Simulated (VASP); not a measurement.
Te:

```
CELL_PARAMETERS angstrom
4.45400 0.00000 0.00000
-2.22700 3.85728 0.00000
0.00000 0.00000 5.92400
ATOMIC_POSITIONS crystal
Te 0.73100 0.73100 0.00000
Te 0.00000 0.26900 0.66667
Te 0.26900 0.00000 0.33333
```

Base run:

| Property | Result |
| --- | --- |
| Program | VASP 6.6.1 |
| Functional | PBE-based screened hybrid with 35 % exact exchange |
| Potentials or basis | VASP PAW PBE potentials, release 64 (Te) |
| Cutoff | 520 eV |
| k mesh | 4 × 4 × 3 |
| Occupations | fermi-dirac, width 0.05 eV |
| Spin | no spin polarisation |

Its results: band gap on the k mesh 1.48 eV (least direct gap 1.69 eV); pressure -1.6 GPa; largest force 0.527 eV/Å.

Task: After a change of settings the same cell gave: band gap on the k mesh 0.75 eV (least direct gap 0.93 eV); pressure 0.9 GPa; largest force 0.062 eV/Å. Which change was it?
A. functional from PBE-based screened hybrid with 35 % exact exchange to r2SCAN; k mesh from 4 × 4 × 3 to 7 × 7 × 5
B. functional from PBE-based screened hybrid with 35 % exact exchange to r2SCAN0; share of exact exchange from 0.35 to 0.25
C. functional from PBE-based screened hybrid with 35 % exact exchange to PBE-based screened hybrid with 25 % exact exchange; share of exact exchange from 0.35 to 0.25

Result: A.

Caveats: the PAW data sets were made with another functional, which shifts forces and pressure a little; spin-orbit coupling is left out, which moves the levels of the heavy elements; an odd mesh through Γ misses points on the zone boundary, where band edges can lie.
